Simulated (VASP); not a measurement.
MnS:

```
Mn S
1.0
     0.00000    2.61225    2.61225
     2.61225    0.00000    2.61225
     2.61225    2.61225    0.00000
Mn S
1 1
Direct
  0.00000 0.00000 0.00000
  0.50000 0.50000 0.50000
```

Base run:

| Quantity | Value |
| --- | --- |
| Program | VASP 6.6.1 |
| Functional | PBEsol |
| Potentials or basis | VASP PAW PBE potentials, release 64 (Mn_pv, S) |
| Cutoff | 520 eV |
| k mesh | 14 × 14 × 14 |
| Occupations | fermi-dirac, width 0.03 eV |
| Spin | collinear spin, ferromagnetic start |
| Starting moments | [4.0, 0.0] μB |

Its results: pressure -7.8 GPa; net moment 4.68 μB per cell; site moments Mn +4.23; S +0.10 μB.

The run is repeated on the same cell with these changes: functional from PBEsol to PBE. What comes out?

Pressure -3.5 GPa; net moment 4.72 μB per cell; site moments Mn +4.27; S +0.11 μB.

PBE binds less tightly than PBEsol, so the same cell stands under more pressure.

Caveats: the cell stands under tension; a cell with one magnetic atom can't hold antiferromagnetic order, which such compounds often take; the PAW data sets were made with another functional, which shifts forces and pressure a little (at least some runs).
